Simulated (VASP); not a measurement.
# Lu2Si3P (P4/mmm) in VASP: notebook

Lu2Si3P is run at these levels: PBE; tasks: single point, relaxation of cell and atoms.

All numbers are computed with VASP 6.6.1; they aren't measurements. Logs are shortened: lines on timing, memory, paths and dates and some standing lists are left out, and cuts for length are marked.

## Step 1: The cell of the first run

It takes space group P4/mmm (No. 123, tetragonal). Conventional cell: a = 4.445 Å, b = 4.445 Å, c = 5.972 Å, α = 90.00°, β = 90.00°, γ = 90.00°. Lu (site symmetry mmm) has 6 Si at 2.22 to 2.85 Å and 2 P at 2.22 Å within 2.9 Å. Si (site symmetry 4mm) has 2 Si at 1.79 to 2.40 Å within 2.4 Å. Within 2.4 Å of Si (site symmetry 4/mmm) lie 2 Si at 1.79 Å and 4 Lu at 2.22 Å. Within 2.9 Å of P (site symmetry 4/mmm) lie 4 Lu at 2.22 Å.

The cell was built from a structure type or drawn by symmetry, and may not be a known phase.

## Step 2: Single point, PBE

INCAR reads:

```
SYSTEM = Lu2Si3P
PREC     = Accurate       ! precision mode
ENCUT    = 520            ! plane-wave cutoff, eV
EDIFF    = 1E-6           ! SCF threshold, eV
ISMEAR   = 0              ! smearing method
SIGMA    = 0.1            ! smearing width, eV
LREAL    = .FALSE.        ! projectors in reciprocal space
LASPH    = .TRUE.         ! aspherical terms in the spheres
NELM     = 60             ! most SCF steps
ALGO     = Normal         ! electronic algorithm
ISIF     = 2              ! what is computed and relaxed
LWAVE    = .FALSE.        ! write WAVECAR
LCHARG   = .FALSE.        ! write CHGCAR
GGA      = PE             ! functional
NBANDS   = 42             ! bands
```

KPOINTS reads:

```
regular mesh
0
G
  4 4 4
  0 0 0
```

POSCAR reads:

```
Lu2Si3P
1.0
    4.4446587800      0.0000000000      0.0000000000
    0.0000000000      4.4446587800      0.0000000000
    0.0000000000      0.0000000000      5.9715842800
Lu Si P
2 3 1
Direct
    0.0000000000      0.5000000000      0.5000000000
    0.5000000000      0.0000000000      0.5000000000
    0.0000000000      0.0000000000      0.2008615600
    0.0000000000      0.0000000000      0.7991384400
    0.0000000000      0.0000000000      0.5000000000
    0.5000000000      0.5000000000      0.5000000000
```

Potentials or basis: VASP PAW PBE potentials, release 64 (Lu, Si, P).

On the command line:

```sh
$ cat potpaw_PBE.64/Lu/POTCAR potpaw_PBE.64/Si/POTCAR potpaw_PBE.64/P/POTCAR > POTCAR
$ mpirun -np 1 vasp_std > vasp.out
```

OUTCAR:

```text
SYSTEM = Lu2Si3P
   PREC = Accurate
   ENCUT = 520
   EDIFF = 1E-6
   ISMEAR = 0
   LREAL = .FALSE.
   LASPH = .TRUE.
   NELM = 60
   ISIF = 2
   GGA = PE

 ion  position               nearest neighbor table
   1  0.000  0.500  0.500-   5 2.22   6 2.22   5 2.22   6 2.22   3 2.85   4 2.85   3 2.85   4 2.85
                             2 3.14   2 3.14   2 3.14   2 3.14
   2  0.500  0.000  0.500-   5 2.22   6 2.22   6 2.22   5 2.22   3 2.85   3 2.85   4 2.85   4 2.85
                             1 3.14   1 3.14   1 3.14   1 3.14
   3  0.000  0.000  0.201-   5 1.79   4 2.40   1 2.85   2 2.85   1 2.85   2 2.85
   4  0.000  0.000  0.799-   5 1.79   3 2.40   1 2.85   2 2.85   1 2.85   2 2.85
   5  0.000  0.000  0.500-   3 1.79   4 1.79   1 2.22   2 2.22   1 2.22   2 2.22
   6  0.500  0.500  0.500-   1 2.22   2 2.22   2 2.22   1 2.22

  LATTYP: Found a simple tetragonal cell.
 ALAT       =     4.4446587800
 C/A-ratio  =     1.3435416700

  Lattice vectors:

 A1 = (   4.4446587800,   0.0000000000,   0.0000000000)
 A2 = (   0.0000000000,   4.4446587800,   0.0000000000)
 A3 = (   0.0000000000,   0.0000000000,   5.9715842800)

Analysis of symmetry for initial positions (statically):
=====================================================================
 Subroutine PRICEL returns:
 Original cell was already a primitive cell.

 Routine SETGRP: Setting up the symmetry group for a
 simple tetragonal supercell.

 Subroutine GETGRP returns: Found 16 space group operations
 (whereof 16 operations were pure point group operations)
 out of a pool of 16 trial point group operations.

The static configuration has the point symmetry D_4h.

Analysis of symmetry for dynamics (positions and initial velocities):
=====================================================================
 Subroutine PRICEL returns:
 Original cell was already a primitive cell.

 Routine SETGRP: Setting up the symmetry group for a
 simple tetragonal supercell.

 Subroutine GETGRP returns: Found 16 space group operations
 (whereof 16 operations were pure point group operations)
 out of a pool of 16 trial point group operations.

The dynamic configuration has the point symmetry D_4h.

 Subroutine INISYM returns: Found 16 space group operations
 (whereof 16 operations are pure point group operations),
 and found     1 'primitive' translations

----------------------------------------------------------------------------------------

                                     Primitive cell

  volume of cell :     117.9686

  direct lattice vectors                    reciprocal lattice vectors
     4.444658780  0.000000000  0.000000000     0.224989150  0.000000000  0.000000000
     0.000000000  4.444658780  0.000000000     0.000000000  0.224989150  0.000000000
     0.000000000  0.000000000  5.971584280     0.000000000  0.000000000  0.167459748

  length of vectors
     4.444658780  4.444658780  5.971584280     0.224989150  0.224989150  0.167459748

  position of ions in fractional coordinates (direct lattice)
     0.000000000  0.500000000  0.500000000
     0.500000000  0.000000000  0.500000000
     0.000000000  0.000000000  0.200861560
     0.000000000  0.000000000  0.799138440
     0.000000000  0.000000000  0.500000000
     0.500000000  0.500000000  0.500000000

  ion indices of the primitive-cell ions
   primitive index   ion index
                 1           1
                 2           2
                 3           3
                 4           4
                 5           5
                 6           6

----------------------------------------------------------------------------------------

 KPOINTS: regular mesh

Automatic generation of k-mesh.
 Grid dimensions read from file:
 generate k-points for:    4    4    4

 Generating k-lattice:

  Cartesian coordinates                     Fractional coordinates (reciprocal lattice)
     0.056247287  0.000000000  0.000000000     0.250000000  0.000000000  0.000000000
     0.000000000  0.056247287  0.000000000     0.000000000  0.250000000  0.000000000
     0.000000000  0.000000000  0.041864937     0.000000000  0.000000000  0.250000000

  Length of vectors
     0.056247287  0.056247287  0.041864937

  Shift w.r.t. Gamma in fractional coordinates (k-lattice)
     0.000000000  0.000000000  0.000000000

 Subroutine IBZKPT returns following result:
 ===========================================

 Found     18 irreducible k-points:

 Following reciprocal coordinates:
            Coordinates               Weight
  0.000000  0.000000  0.000000      1.000000
  0.250000  0.000000  0.000000      4.000000
  0.500000  0.000000  0.000000      2.000000
  0.250000  0.250000  0.000000      4.000000
  0.500000  0.250000  0.000000      4.000000
  0.500000  0.500000  0.000000      1.000000
[... 10 lines left out ...]
  0.500000  0.250000  0.500000      4.000000
  0.500000  0.500000  0.500000      1.000000
   k-points           NKPTS =     18   k-points in BZ     NKDIM =     18   number of bands    NBANDS=     42
   number of dos      NEDOS =    301   number of ions     NIONS =      6
   total plane-waves  NPLWV =  62208
   dimension x,y,z NGX =    36 NGY =   36 NGZ =   48
   dimension x,y,z NGXF=    72 NGYF=   72 NGZF=   96
   ions per type =               2   3   1
   NGX,Y,Z   is equivalent  to a cutoff of  13.47, 13.47, 13.36 a.u.
   NGXF,Y,Z  is equivalent  to a cutoff of  26.93, 26.93, 26.73 a.u.
 SYSTEM =  Lu2Si3P
   PREC   = accura    normal or accurate (medium, high low for compatibility)
   ISTART =      0    job   : 0-new  1-cont  2-samecut
   ICHARG =      2    charge: 1-file 2-atom 10-const
   ISPIN  =      1    spin polarized calculation?
   LNONCOLLINEAR =      F non collinear calculations
   LSORBIT =      F    spin-orbit coupling
   LASPH  =      T    aspherical Exc in radial PAW
   ENCUT  =  520.0 eV  38.22 Ry    6.18 a.u.   8.26  8.26 11.10*2*pi/ulx,y,z
   NELM   =     60;   NELMIN=  2; NELMDL= -5     # of ELM steps
   EDIFF  = 0.1E-05   stopping-criterion for ELM
   LREAL  =      F    real-space projection
   EDIFFG = 0.1E-04   stopping-criterion for IOM
   NSW    =      0    number of steps for IOM
   IBRION =     -1    ionic relax: 0-MD 1-quasi-New 2-CG
   NFREE  =      0    steps in history (QN), initial steepest desc. (CG)
   ISIF   =      2    stress and relaxation
   ISYM   =      2    0-nonsym 1-usesym 2-fastsym
   POTIM  = 0.5000    time-step for ionic-motion
   TEBEG  =    0.0;   TEEND  =   0.0 temperature during run
   PSTRESS=    0.0 pullay stress
   NELECT =      67.0000    total number of electrons
   NUPDOWN=      -1.0000    fix difference up-down
   EMIN   =  10.00;   EMAX   =-10.00  energy-range for DOS
   EFERMI =   0.00;   METHOD = LEGACY
   ISMEAR =     0;   SIGMA  =   0.10  broadening in eV -4-tet -1-fermi 0-gaus
   EFERMI_NEDOS =   21; number of points for ismear=-14 and -15
   IALGO  =     38    algorithm
   IMIX   =      4    mixing-type and parameters
     AMIX     =   0.40;   BMIX     =  1.00
     AMIX_MAG =   1.60;   BMIX_MAG =  1.00
  volume/ion in A,a.u.               =      19.66       132.68
  Fermi-wavevector in a.u.,A,eV,Ry     =   1.355744  2.561984 25.008069  1.838041
  Thomas-Fermi vector in A             =   2.482806
   LORBIT       =      0    0 simple, 1 ext, 2 COOP (PROOUT), +10 PAW based schemes
   GGA     = PE    functional components
   LHFCALC =     F    Hartree Fock is set to
   AEXX    =    0.0000 exact exchange contribution
   IVDW    =     0    specifies the selected vdW correction
   LEPSILON=     F    determine dielectric tensor
   LRPA    =     F    only Hartree local field effects (RPA)
 non-spin polarized calculation
 Gauss-broadening in eV      SIGMA  =   0.10
  energy-cutoff  :      520.00
  volume of cell :      117.97
 maximum number of plane-waves:      3192
 NGX is ok and might be reduce to    36
   NGX = 17   NGY = 17   NGZ = 23

 number of electron      66.9999970 magnetization

 Free energy of the ion-electron system (eV)
  ---------------------------------------------------
  ext. energy  EPLUGINS =         0.00000000
  ---------------------------------------------------
  free energy    TOTEN  =       -16.66694688 eV

  energy without entropy =      -16.64514490  energy(sigma->0) =      -16.65604589

 E-fermi :   4.3625     XC(G=0):  -9.9943

 val. band max:        4.3352822161   @ k =   0.2500   0.2500   0.0000
 cond. band min:       4.3964451733   @ k =   0.5000   0.0000   0.2500
 fundamental gap:      0.0611629572
 Fermi energy:         4.3624560424

 k-point     1 :       0.0000    0.0000    0.0000
  band No.  band energies     occupation
      1     -50.5172      2.00000
      2     -50.4267      2.00000
      3     -22.1596      2.00000
      4     -22.1596      2.00000
      5     -21.3517      2.00000
      6     -21.3517      2.00000
[... 34 lines left out ...]
     41       7.9426      0.00000
     42       8.1016      0.00000

 k-point     2 :       0.2500    0.0000    0.0000
  band No.  band energies     occupation
      1     -50.5032      2.00000
      2     -50.4393      2.00000
      3     -22.1068      2.00000
      4     -22.0578      2.00000
      5     -21.5224      2.00000
      6     -21.4675      2.00000
[... 34 lines left out ...]
     41       9.2309      0.00000
     42       9.2989      0.00000

 k-point     3 :       0.5000    0.0000    0.0000
  band No.  band energies     occupation
      1     -50.4709      2.00000
      2     -50.4703      2.00000
      3     -21.9815      2.00000
      4     -21.8765      2.00000
      5     -21.7626      2.00000
      6     -21.6627      2.00000
[... 34 lines left out ...]
     41       9.8369      0.00000
     42      10.3635      0.00000

 k-point     4 :       0.2500    0.2500    0.0000
  band No.  band energies     occupation
      1     -50.4931      2.00000
      2     -50.4479      2.00000
      3     -22.3099      2.00000
      4     -21.8913      2.00000
      5     -21.7492      2.00000
      6     -21.2831      2.00000
[... 574 lines left out ...]
     41       8.8363      0.00000
     42      10.6501      0.00000

 k-point    17 :       0.5000    0.2500    0.5000
  band No.  band energies     occupation
      1     -50.4699      2.00000
      2     -50.4696      2.00000
      3     -22.3423      2.00000
      4     -22.1355      2.00000
      5     -21.5318      2.00000
      6     -21.3020      2.00000
[... 34 lines left out ...]
     41       9.6576      0.00000
     42       9.7052      0.00000

 k-point    18 :       0.5000    0.5000    0.5000
  band No.  band energies     occupation
      1     -50.4690      2.00000
      2     -50.4690      2.00000
      3     -22.5150      2.00000
      4     -22.3111      2.00000
      5     -21.3754      2.00000
      6     -21.1873      2.00000
[... 34 lines left out ...]
     41      10.2861      0.00000
     42      10.4722      0.00000

------------------------ aborting loop because EDIFF is reached ----------------------------------------

  FORCE on cell =-STRESS in cart. coord.  units (eV):
  Direction    XX          YY          ZZ          XY          YZ          ZX
  --------------------------------------------------------------------------------------
  -------------------------------------------------------------------------------------
  Total       52.4403130     52.4403130     44.3238045      0.0000000      0.0000000      0.0000000
  in kB      712.2122525    712.2122525    601.9787985      0.0000000      0.0000000      0.0000000
  external PRESSURE =     675.4677679 kB  Pullay stress =       0.0000000 kB

 VOLUME and BASIS-vectors are now :
 -----------------------------------------------------------------------------
  energy-cutoff  :      520.00
  volume of cell :      117.97
      direct lattice vectors                 reciprocal lattice vectors
     4.444658780  0.000000000  0.000000000     0.224989150  0.000000000  0.000000000
     0.000000000  4.444658780  0.000000000     0.000000000  0.224989150  0.000000000
     0.000000000  0.000000000  5.971584280     0.000000000  0.000000000  0.167459748

 POSITION                                       TOTAL-FORCE (eV/Angst)
 -----------------------------------------------------------------------------------
      0.00000      2.22233      2.98579         0.000000      0.000000      0.000000
      2.22233      0.00000      2.98579         0.000000      0.000000      0.000000
      0.00000      0.00000      1.19946         0.000000      0.000000    -13.489246
      0.00000      0.00000      4.77212        -0.000000      0.000000     13.489246
      0.00000      0.00000      2.98579         0.000000      0.000000      0.000000
      2.22233      2.22233      2.98579         0.000000      0.000000      0.000000
 -----------------------------------------------------------------------------------
    total drift:                                0.000000     -0.000000      0.000000

  FREE ENERGIE OF THE ION-ELECTRON SYSTEM (eV)
  ---------------------------------------------------
  free  energy   TOTEN  =       -16.6669468766 eV

  energy  without entropy=      -16.6451448978  energy(sigma->0) =      -16.65604589
```

Run time: 2.9 min. Hardware: 1 thread of Oxide Virtual Turin-like, shared host; peak memory 0.25 GiB.

What came out:

- Free energy: -16.6669 eV
- Pressure: 67.5 GPa
- Largest force: 13.489 eV/Å
- Band gap on the k mesh: zero (an odd number of electrons rules out a gap without spin polarisation)

Forces in eV/Å, atoms in the order of the input:
```
Lu    0.000   0.000   0.000
Lu    0.000   0.000   0.000
Si    0.000   0.000 -13.489
Si    0.000   0.000  13.489
Si    0.000   0.000   0.000
P     0.000   0.000   0.000
```

Levels at points of the mesh, in eV from the Fermi level:
```tsv
k point	band 29	band 30	band 31	band 32	band 33	band 34	band 35	band 36	band 37	band 38
(0.00, 0.00, 0.00)	-2.22	-1.94	-1.94	-0.88	0.73	1.67	1.67	2.21	2.61	3.25
(0.50, 0.00, 0.00)	-2.91	-2.57	-1.64	-1.55	-0.87	1.29	1.74	1.83	1.94	2.44
(0.50, 0.50, 0.00)	-3.39	-3.12	-3.12	-0.79	-0.79	-0.26	-0.26	2.98	3.83	4.64
(0.00, 0.00, 0.50)	-2.52	-2.26	-1.50	-1.50	-1.03	2.10	2.10	2.75	3.20	3.20
(0.50, 0.00, 0.50)	-3.24	-2.34	-2.14	-1.53	-1.31	-0.14	0.90	1.69	3.91	3.96
(0.50, 0.50, 0.50)	-3.50	-3.05	-3.05	-1.81	-1.81	0.48	0.95	0.95	4.54	5.32
```

Caveat: the cell stands under pressure; spin-orbit coupling is left out, which moves the levels of the heavy elements; forces of over 1 eV/Å act on the atoms, so gaps and moduli don't describe the material at rest.

## Step 3: Single point, PBE

This run uses another cell than the first one, of 32.87 Å³/atom.

INCAR reads:

```
SYSTEM = Lu2Si3P
PREC = Accurate
ENCUT = 520
EDIFF = 1E-6
ISMEAR = 0
SIGMA = 0.1
LREAL = .False.
LASPH = .True.
NELM = 80
ALGO = Normal
ISIF = 2
LWAVE = .False.
LCHARG = .False.
GGA = PE
NBANDS = 42
```

KPOINTS reads:

```
Automatic mesh
0
Gamma
  4 4 4
  0 0 0
```

POSCAR reads:

```
Lu2Si3P
1.0
    5.3714600750      0.0000000000      0.0000000000
    0.0000000000      5.3714600750      0.0000000000
    0.0000000000      0.0000000000      6.8347716931
Lu Si P
2 3 1
Direct
    0.0000000000      0.5000000000      0.5000000000
    0.5000000000      0.0000000000      0.5000000000
    0.0000000000      0.0000000000      0.1656151470
    0.0000000000      0.0000000000      0.8343848530
    0.0000000000      0.0000000000      0.5000000000
    0.5000000000      0.5000000000      0.5000000000
```

Potentials or basis: VASP PAW PBE potentials, release 64 (Lu, Si, P).

On the command line:

```sh
$ cat potpaw_PBE.64/Lu/POTCAR potpaw_PBE.64/Si/POTCAR potpaw_PBE.64/P/POTCAR > POTCAR
$ mpirun -np 1 vasp_std > vasp.out
```

Run time: 4.1 min. Hardware: 1 thread of Oxide Virtual Turin-like, shared host; peak memory 0.33 GiB.

It converged, with:

```
Free energy            : -29.6087 eV
Pressure               : 0.3 GPa
Largest force          : 0.017 eV/Å
Band gap on the k mesh : zero (an odd number of electrons rules out a gap without spin polarisation)
```

Forces in eV/Å, atoms in the order of the input:
```
Lu   0.000  0.000  0.000
Lu   0.000  0.000  0.000
Si   0.000  0.000 -0.017
Si   0.000  0.000  0.017
Si   0.000  0.000  0.000
P    0.000  0.000  0.000
```

Stress tensor (GPa, compression positive):
```
 0.49  0.00  0.00
 0.00  0.49  0.00
 0.00  0.00 -0.05
```

Levels at points of the mesh, in eV from the Fermi level:
| k point | band 31 | band 32 | band 33 | band 34 | band 35 | band 36 | band 37 | band 38 |
| --- | --- | --- | --- | --- | --- | --- | --- | --- |
| (0.00, 0.00, 0.00) | -0.29 | -0.12 | -0.12 | -0.03 | 0.45 | 1.55 | 1.55 | 1.64 |
| (0.50, 0.00, 0.00) | -1.41 | -0.37 | -0.02 | 0.85 | 0.99 | 1.25 | 2.01 | 2.11 |
| (0.50, 0.50, 0.00) | -1.44 | -0.33 | -0.33 | 0.39 | 0.39 | 1.93 | 1.99 | 3.47 |
| (0.00, 0.00, 0.50) | -1.23 | -0.59 | -0.02 | 0.34 | 0.34 | 1.95 | 2.27 | 2.45 |
| (0.50, 0.00, 0.50) | -1.84 | -1.51 | -1.06 | -0.15 | 1.29 | 2.26 | 2.39 | 3.00 |
| (0.50, 0.50, 0.50) | -1.75 | -1.51 | -1.29 | -1.29 | 1.33 | 1.33 | 3.53 | 3.89 |

Caveat: spin-orbit coupling is left out, which moves the levels of the heavy elements.

(Continued in part 2 of 2.)
